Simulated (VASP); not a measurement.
Input of a VASP 6.6.1 run:

Contents of INCAR:

```
ALGO = Normal
EDIFF = 1E-6
EDIFFG = -0.01
ENCUT = 600
GGA = PE
IBRION = 2
ISIF = 3
ISMEAR = 0
LASPH = T
LCHARG = F
LREAL = F
LWAVE = F
NELM = 100
NSW = 100
PREC = Accurate
SIGMA = 0.1
```

KPOINTS

```
k-points
0
Gamma
  24 24 16
```

POSCAR

```
CuB
1.0
    2.5268572407      0.0000000000      0.0000000000
   -1.2634286203      2.1883225622      0.0000000000
    0.0000000000      0.0000000000      3.2798553835
Cu B
1 1
Direct
    0.6666666667      0.3333333333      0.0000000000
    0.0000000000      0.0000000000      0.5000000000
```

Potentials or basis: VASP PAW PBE potentials, release 64 (Cu, B).

Launch:

```sh
$ cat potpaw_PBE.64/Cu/POTCAR potpaw_PBE.64/B/POTCAR > POTCAR
$ mpirun -np 1 vasp_std > vasp.out
```

(1) What does it give for the relaxed cell?

(2) What does it give for the band gap on the k mesh?

(3) Estimate the relaxed volume.

(4) Predict the space group after relaxing (to 0.1 Å).

Answers

(1) a = 2.553 Å, b = 2.553 Å, c = 3.238 Å, α = 90.00°, β = 90.00°, γ = 120.00°.

(2) zero (bands 7 and 8 overlap by 2.87 eV).

(3) 9.14 Å³/atom.

(4) P-6m2 (No. 187).
